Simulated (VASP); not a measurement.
# V (Im-3m) in VASP: further runs, part 2 of 2

VASP 6.6.1. Earlier steps stand in the parts before.

## 4. Single point, r2SCAN

File POSCAR:

```
V
1.0
   -1.4917693513      1.4917693513      1.4917693513
    1.4917693513     -1.4917693513      1.4917693513
    1.4917693513      1.4917693513     -1.4917693513
V
1
Direct
    0.0000000000      0.0000000000      0.0000000000
```

File INCAR.step1:

```
PREC     = Accurate       # precision mode
ENCUT    = 520            # plane-wave cutoff, eV
ISMEAR   = 1              # smearing method
SIGMA    = 0.1            # smearing width, eV
LREAL    = False          # projectors in reciprocal space
LASPH    = True           # aspherical terms in the spheres
NELM     = 80             # most SCF steps
NBANDS   = 12             # bands
GGA      = PE             # functional
ALGO     = Normal         # electronic algorithm
EDIFF    = 1E-4           # SCF threshold, eV
LWAVE    = True           # write WAVECAR
LCHARG   = False          # write CHGCAR
```

File INCAR.step2:

```
PREC     = Accurate       # precision mode
ENCUT    = 520            # plane-wave cutoff, eV
EDIFF    = 1E-7           # SCF threshold, eV
ISMEAR   = 1              # smearing method
SIGMA    = 0.1            # smearing width, eV
LREAL    = False          # projectors in reciprocal space
LASPH    = True           # aspherical terms in the spheres
NELM     = 80             # most SCF steps
ALGO     = Normal         # electronic algorithm
ISIF     = 2              # what is computed and relaxed
LWAVE    = False          # write WAVECAR
LCHARG   = False          # write CHGCAR
METAGGA  = R2SCAN         # meta-GGA
LMIXTAU  = True         
NBANDS   = 12             # bands
ISTART   = 1
```

File KPOINTS:

```
Automatic mesh
0
Gamma
  15 15 15
```

Potentials or basis: VASP PAW PBE potentials, release 64 (V_sv).

Launch:

```
cat potpaw_PBE.64/V_sv/POTCAR > POTCAR
cp INCAR.step1 INCAR
mpirun -np 1 vasp_std > vasp.out
cp INCAR.step2 INCAR
mpirun -np 1 vasp_std > vasp.out
```

OUTCAR:

```text
PREC = Accurate
   ENCUT = 520
   EDIFF = 1E-7
   ISMEAR = 1
   LREAL = False
   LASPH = True
   NELM = 80
   ISIF = 2
   METAGGA = R2SCAN
   ISTART = 1

 ion  position               nearest neighbor table
   1  0.000  0.000  0.000-

  LATTYP: Found a body centered cubic cell.
 ALAT       =     2.9835387026

  Lattice vectors:

 A1 = (  -1.4917693513,   1.4917693513,   1.4917693513)
 A2 = (   1.4917693513,  -1.4917693513,   1.4917693513)
 A3 = (   1.4917693513,   1.4917693513,  -1.4917693513)

Analysis of symmetry for initial positions (statically):
=====================================================================
 Subroutine PRICEL returns:
 Original cell was already a primitive cell.

 Routine SETGRP: Setting up the symmetry group for a
 body centered cubic supercell.

 Subroutine GETGRP returns: Found 48 space group operations
 (whereof 48 operations were pure point group operations)
 out of a pool of 48 trial point group operations.

The static configuration has the point symmetry O_h .

Analysis of symmetry for dynamics (positions and initial velocities):
=====================================================================
 Subroutine PRICEL returns:
 Original cell was already a primitive cell.

 Routine SETGRP: Setting up the symmetry group for a
 body centered cubic supercell.

 Subroutine GETGRP returns: Found 48 space group operations
 (whereof 48 operations were pure point group operations)
 out of a pool of 48 trial point group operations.

The dynamic configuration has the point symmetry O_h .

 Subroutine INISYM returns: Found 48 space group operations
 (whereof 48 operations are pure point group operations),
 and found     1 'primitive' translations

----------------------------------------------------------------------------------------

[... 109 lines left out ...]
     AMIX     =   0.40;   BMIX     =  1.00
     AMIX_MAG =   1.60;   BMIX_MAG =  1.00
  volume/ion in A,a.u.               =      13.28        89.61
  Fermi-wavevector in a.u.,A,eV,Ry     =   1.625552  3.071848 35.952309  2.642420
  Thomas-Fermi vector in A             =   2.718657
   LORBIT       =      0    0 simple, 1 ext, 2 COOP (PROOUT), +10 PAW based schemes
   METAGGA = R2SCAN    functional components
   LHFCALC =     F    Hartree Fock is set to
   AEXX    =    0.0000 exact exchange contribution
   IVDW    =     0    specifies the selected vdW correction
   LEPSILON=     F    determine dielectric tensor
   LRPA    =     F    only Hartree local field effects (RPA)
 non-spin polarized calculation
 Methfessel and Paxton  Order N= 1 SIGMA  =   0.10
  energy-cutoff  :      520.00
  volume of cell :       13.28
 maximum number of plane-waves:       370
   NGX =  9   NGY =  9   NGZ =  9

 number of electron      12.9999992 magnetization

 Free energy of the ion-electron system (eV)
  ---------------------------------------------------
  ext. energy  EPLUGINS =         0.00000000
  ---------------------------------------------------
  free energy    TOTEN  =       -14.13047695 eV

  energy without entropy =      -14.13036965  energy(sigma->0) =      -14.13044118

 E-fermi :   9.8452     XC(G=0): -14.1514

 val. band max:        9.8369490982   @ k =  -0.2000   0.2667   0.0667
 cond. band min:       9.8497379882   @ k =   0.3333   0.1333   0.0000
 fundamental gap:      0.0127888900
 Fermi energy:         9.8452317644

 k-point     1 :       0.0000    0.0000    0.0000
  band No.  band energies     occupation
      1     -56.4501      2.00000
      2     -28.5773      2.00000
      3     -28.5773      2.00000
      4     -28.5773      2.00000
      5       2.7513      2.00000
      6      10.3359     -0.00000
      7      10.3360     -0.00000
      8      10.3360     -0.00000
      9      12.5523      0.00000
     10      12.5523      0.00000
     11      31.1958      0.00000
     12      31.1958      0.00000
[... 331 lines left out ...]
 k-point    24 :       0.4000    0.2000    0.0000
  band No.  band energies     occupation
      1     -56.2141      2.00000
      2     -29.4355      2.00000
      3     -29.0211      2.00000
      4     -28.6746      2.00000
      5       7.3758      2.00000
      6       8.7166      2.00000
      7       9.6933      2.05355
      8      12.4615      0.00000
      9      13.1229      0.00000
     10      16.5605      0.00000
     11      20.4751      0.00000
     12      23.9473      0.00000

 [... further k-points ...]
[... 5 lines left out ...]
  --------------------------------------------------------------------------------------
  -------------------------------------------------------------------------------------
  Total        0.0035651      0.0035651      0.0035651      0.0000000      0.0000000     -0.0000000
  in kB        0.4301421      0.4301421      0.4301421      0.0000000      0.0000000     -0.0000000
  external PRESSURE =       0.4301421 kB  Pullay stress =       0.0000000 kB

 VOLUME and BASIS-vectors are now :
 -----------------------------------------------------------------------------
  energy-cutoff  :      520.00
  volume of cell :       13.28
      direct lattice vectors                 reciprocal lattice vectors
    -1.491769351  1.491769351  1.491769351     0.000000000  0.335172458  0.335172458
     1.491769351 -1.491769351  1.491769351     0.335172458  0.000000000  0.335172458
     1.491769351  1.491769351 -1.491769351     0.335172458  0.335172458  0.000000000

 POSITION                                       TOTAL-FORCE (eV/Angst)
 -----------------------------------------------------------------------------------
      0.00000      0.00000      0.00000         0.000000      0.000000      0.000000
 -----------------------------------------------------------------------------------
    total drift:                                0.000000     -0.000000      0.000000

  FREE ENERGIE OF THE ION-ELECTRON SYSTEM (eV)
  ---------------------------------------------------
  free  energy   TOTEN  =       -14.1304769467 eV

  energy  without entropy=      -14.1303696519  energy(sigma->0) =      -14.13044118
```

OUTCAR.step1:

```text
PREC = Accurate
   ENCUT = 520
   ISMEAR = 1
   LREAL = False
   LASPH = True
   NELM = 80
[... 574 lines left out ...]

 POSITION                                       TOTAL-FORCE (eV/Angst)
 -----------------------------------------------------------------------------------
      0.00000      0.00000      0.00000        -0.000000      0.000000      0.000000
 -----------------------------------------------------------------------------------
    total drift:                                0.000000     -0.000000      0.000000

  FREE ENERGIE OF THE ION-ELECTRON SYSTEM (eV)
  ---------------------------------------------------
  free  energy   TOTEN  =        -8.9934113821 eV

  energy  without entropy=       -8.9946695952  energy(sigma->0) =       -8.99383079
```

OSZICAR.step1:

```text
N       E                     dE             d eps       ncg     rms          rms(c)
DAV:   1     0.911499592048E+02    0.91150E+02   -0.70098E+03  2892   0.118E+03
DAV:   2    -0.908601973184E+01   -0.10024E+03   -0.97351E+02  2924   0.332E+02
DAV:   3    -0.103496595481E+02   -0.12636E+01   -0.12608E+01  3232   0.436E+01
DAV:   4    -0.103560898535E+02   -0.64303E-02   -0.64302E-02  3108   0.330E+00
DAV:   5    -0.103561686129E+02   -0.78759E-04   -0.78757E-04  3148   0.344E-01    0.187E+01
DAV:   6    -0.901894050020E+01    0.13372E+01   -0.30241E+00  2996   0.290E+01    0.178E+00
DAV:   7    -0.900154898937E+01    0.17392E-01   -0.25715E-02  3004   0.198E+00    0.105E+00
DAV:   8    -0.899336623630E+01    0.81828E-02   -0.44346E-03  3096   0.999E-01    0.615E-02
DAV:   9    -0.899341138209E+01   -0.45146E-04   -0.13177E-04  2528   0.167E-01
   1 F= -.89934114E+01 E0= -.89938308E+01  d E =0.125821E-02
```

Run time: 42 s. Hardware: 1 thread of Intel Xeon Platinum 8559C (Emerald Rapids), shared host; peak memory 0.14 GiB.

Results:

```yaml
Free_energy: -14.1305 eV
Pressure: 0.0 GPa
```

Levels at points of the mesh, in eV from the Fermi level:
| k point | band 3 | band 4 | band 5 | band 6 | band 7 | band 8 | band 9 | band 10 |
| --- | --- | --- | --- | --- | --- | --- | --- | --- |
| (0.00, 0.00, 0.00) | -38.42 | -38.42 | -7.09 | 0.49 | 0.49 | 0.49 | 2.71 | 2.71 |

Caveat: the PAW data sets were made with another functional, which shifts forces and pressure a little.

## 5. Single point, r2SCAN

POSCAR is that of step 4.

File INCAR.step1:

```
SYSTEM = V
  PREC = Accurate
  ENCUT = 520
  ISMEAR = 1
  SIGMA = 0.2
  LREAL = .FALSE.
  LASPH = .TRUE.
  NELM = 60
  NBANDS = 12
  GGA = PE
  ALGO = Normal
  EDIFF = 1E-4
  LWAVE = .TRUE.
  LCHARG = .FALSE.
```

File INCAR.step2:

```
SYSTEM = V
  PREC = Accurate
  ENCUT = 520
  EDIFF = 1E-7
  ISMEAR = 1
  SIGMA = 0.2
  LREAL = .FALSE.
  LASPH = .TRUE.
  NELM = 60
  ALGO = Normal
  ISIF = 2
  LWAVE = .FALSE.
  LCHARG = .FALSE.
  METAGGA = R2SCAN
  LMIXTAU = .TRUE.
  NBANDS = 12
  ISTART = 1
```

File KPOINTS:

```
regular mesh
0
G
  15 15 15
  0 0 0
```

Launch:

```
cat potpaw_PBE.64/V_sv/POTCAR > POTCAR
cp INCAR.step1 INCAR
mpirun -np 1 vasp_std > vasp.out
cp INCAR.step2 INCAR
mpirun -np 1 vasp_std > vasp.out
```

Run time: 41 s. Hardware: 1 thread of Intel Xeon Platinum 8559C (Emerald Rapids), shared host; peak memory 0.13 GiB.

It converged, with:

| Quantity | Value |
| --- | --- |
| Free energy | -14.1299 eV |
| Pressure | 0.2 GPa |

Levels at points of the mesh, in eV from the Fermi level:
```tsv
k point	band 3	band 4	band 5	band 6	band 7	band 8	band 9	band 10
(0.00, 0.00, 0.00)	-38.43	-38.43	-7.10	0.48	0.48	0.48	2.70	2.70
```

Caveat: the PAW data sets were made with another functional, which shifts forces and pressure a little.

## 6. Single point, r2SCAN

POSCAR is that of step 5.

File INCAR.step1:

```
SYSTEM = V
ALGO = Normal
EDIFF = 1E-4
ENCUT = 520
GGA = PE
ISMEAR = 1
LASPH = .TRUE.
LCHARG = .FALSE.
LREAL = .FALSE.
LWAVE = .TRUE.
NBANDS = 12
NELM = 100
PREC = Accurate
SIGMA = 0.6
```

File INCAR.step2:

```
SYSTEM = V
ALGO = Normal
EDIFF = 1E-6
ENCUT = 520
ISIF = 2
ISMEAR = 1
ISTART = 1
LASPH = .TRUE.
LCHARG = .FALSE.
LMIXTAU = .TRUE.
LREAL = .FALSE.
LWAVE = .FALSE.
METAGGA = R2SCAN
NBANDS = 12
NELM = 100
PREC = Accurate
SIGMA = 0.6
```

File KPOINTS:

```
k-points
0
G
  15 15 15
  0 0 0
```

Potentials or basis: VASP PAW PBE potentials, release 64 (V_sv).

Launch:

```
cat potpaw_PBE.64/V_sv/POTCAR > POTCAR
cp INCAR.step1 INCAR
mpirun -np 1 vasp_std > vasp.out
cp INCAR.step2 INCAR
mpirun -np 1 vasp_std > vasp.out
```

It took 42 s on 1 thread of Intel Xeon Platinum 8559C (Emerald Rapids), shared host; peak memory 0.14 GiB.

The run converged. Its results:

```yaml
Free_energy: -14.1365 eV
Pressure: 0.5 GPa
```

Levels at points of the mesh, in eV from the Fermi level:
```
           k point  band 2  band 3  band 4  band 5  band 6  band 7  band 8  band 9  band 10  band 11
(0.00, 0.00, 0.00)  -38.44  -38.44  -38.44   -7.11    0.47    0.47    0.47    2.69     2.69    21.33
```

Caveat: the PAW data sets were made with another functional, which shifts forces and pressure a little.

## 7. Summary

```tsv
smearing	gap on the mesh (eV)	pressure (GPa)
methfessel-paxton 0.01 eV	none	-0.2
methfessel-paxton 0.03 eV	none	-0.1
methfessel-paxton 0.1 eV	none	0.0
methfessel-paxton 0.2 eV	none	0.2
methfessel-paxton 0.6 eV	none	0.5
```

Alike in all rows: task single point; level r2SCAN; potentials or basis VASP PAW PBE potentials, release 64 (V_sv); no spin polarisation; cell as given; k mesh 15 × 15 × 15; cutoff (eV) 520.

Every run on the cell as given and a fine mesh finds a metal.

Caveats: the PAW data sets were made with another functional, which shifts forces and pressure a little.

Absolute energies hang on the potentials; compare differences alone.
